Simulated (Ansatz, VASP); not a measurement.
This is a calculation of C for VASP 6.6.1.

Contents of INCAR:

```
SYSTEM = C
ALGO = Normal
EDIFF = 1E-7
EDIFFG = -0.01
ENCUT = 910
GGA = PE
GGA_COMPAT = .FALSE.
IBRION = 2
ISIF = 3
ISMEAR = -1
IVDW = 13
LASPH = .TRUE.
LCHARG = .FALSE.
LREAL = .FALSE.
LWAVE = .FALSE.
NELM = 120
NELMIN = 4
NSW = 60
PREC = Accurate
SIGMA = 0.05
```

The input KPOINTS:

```
k-points
0
G
  12 12 3
  0 0 0
```

File POSCAR:

```
C
1.0
    2.4561701622      0.0000000000      0.0000000000
   -1.2280850811      2.1271057565      0.0000000000
    0.0000000000      0.0000000000      8.5238033600
C
2
Direct
    0.6666666667      0.3333333333      0.0000000000
    0.3333333333      0.6666666667      0.0000000000
```

Potentials or basis: VASP PAW PBE potentials, release 64 (C_h).

Run with:

```sh
$ cat potpaw_PBE.64/C_h/POTCAR > POTCAR
$ mpirun -np 1 vasp_std > vasp.out
```

Translate it to Ansatz 0.2.0. Potentials there: Ansatz PAW.

As run (the cutoff follows the program's own potentials):

The input input.yaml:

```yaml
crystal:
  lattice:
    - [2.4561701622, 0.0, 0.0]
    - [-1.2280850811, 2.1271057565, 0.0]
    - [0.0, 0.0, 8.52380336]
  atoms:
    - { symbol: C, position: [0.6666666667, 0.3333333333, 0.0] }
    - { symbol: C, position: [0.3333333333, 0.6666666667, 0.0] }
hamiltonian:
  xc: pbe
  pseudopotentials: { kind: paw }
  dispersion: d4
kpoints:
  mp_grid: { grid: [12, 12, 3] }
scf:
  occupations: { method: fermi_dirac, width: 0.05 }
output:
  forces: true
  stress: true
  eigenvalues: true
relax:
  f_tol: 0.01
  max_steps: 40
  cell: { stress_tol: 0.05 }
```

Potentials or basis: Ansatz PAW.

Command:

```console
$ ansatz run input.yaml --threads 2 --pin off --max-ram 5632MiB --backend cpu --events-out ev --progress --plain --runs-dir out
```

Both were run:

|  | VASP | Ansatz | Ansatz less VASP |
| --- | --- | --- | --- |
| gap on the k mesh at the Fermi level, each at its own relaxed structure (eV) | none | none | - |
| relaxed volume (Å³/atom) | 20.74 | 22.27 | +1.530 |
| relaxed cell length with the largest relative difference (Å) | 7.899 | 8.478 | +0.5795 |

A gap of «none» marks a metal or a gap that the smearing closes. One of these differences is far larger than is usual between the two programs; its cause wasn't traced.

Noted on VASP's run: the cutoff is short for stress, so the pressure is rough. Noted on Ansatz's run: the plane-wave basis is chosen anew once the cell has moved, so the energies of steps on either side of that aren't comparable.
